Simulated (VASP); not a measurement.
The system is GaN.

```
CELL_PARAMETERS angstrom
0.00000 2.20750 2.20750
2.20750 0.00000 2.20750
2.20750 2.20750 0.00000
ATOMIC_POSITIONS crystal
Ga 0.00000 0.00000 0.00000
N 0.25000 0.25000 0.25000
```

Base run:

| Property | Result |
| --- | --- |
| Program | VASP 6.6.1 |
| Functional | PBE |
| Dispersion | D4 |
| Potentials or basis | VASP PAW PBE potentials, release 64 (Ga_d, N) |
| Cutoff | 520 eV |
| k mesh | 10 × 10 × 10 |
| Occupations | fermi-dirac, width 0.05 eV |
| Spin | no spin polarisation |

Its results: band gap on the k mesh 2.12 eV, direct; pressure 12.3 GPa.

Task: The run is repeated on the same cell with these changes: dispersion from D4 to none. What comes out?

Result: Band gap on the k mesh 2.12 eV, direct; pressure 18.7 GPa.

Dispersion adds attraction, which lowers the pressure at fixed volume and, as a term added to the energy, leaves the levels alone.

